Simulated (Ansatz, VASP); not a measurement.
**WC in VASP and in Ansatz**

```
W C
1.0
     0.00000    0.00000    5.69425
     2.92173   -5.06059    0.00000
     2.92173    5.06059    0.00000
W C
8 8
Direct
  0.00000 0.00000 0.00000
  0.50000 0.00000 0.00000
  0.00000 0.50000 0.00000
  0.50000 0.50000 0.00000
  0.00000 0.00000 0.50000
  0.50000 0.00000 0.50000
  0.00000 0.50000 0.50000
  0.50000 0.50000 0.50000
  0.25000 0.66667 0.33333
  0.75000 0.66667 0.33333
  0.25000 0.16667 0.33333
  0.75000 0.16667 0.33333
  0.25000 0.66667 0.83333
  0.75000 0.66667 0.83333
  0.25000 0.16667 0.83333
  0.75000 0.16667 0.83333
```

Alike in both runs: task single point; functional PBE; k mesh 7 × 8 × 8; occupations gaussian, width 0.1 eV; no spin polarisation.

|  | VASP | Ansatz |
| --- | --- | --- |
| version | VASP 6.6.1 | Ansatz 0.2.0 |
| potentials or method | VASP PAW PBE potentials, release 64 (W_sv, C), cutoff 520 eV | scalar-relativistic, plane waves, PAW |
| valence electrons in the cell | 144 | 144 |

```csv
,VASP,Ansatz,Ansatz less VASP
gap on the k mesh at the Fermi level (eV),none,none,-
pressure (GPa),1.0,0.0,-0.98
"traceless stress, the component that is largest in VASP (GPa)",0.14,-0.07,-0.206
```

A gap of «none» marks a metal or a gap that the smearing closes. With one functional, cell and mesh, what is left measures potentials, basis and numerics.

Spin-orbit coupling is off throughout.
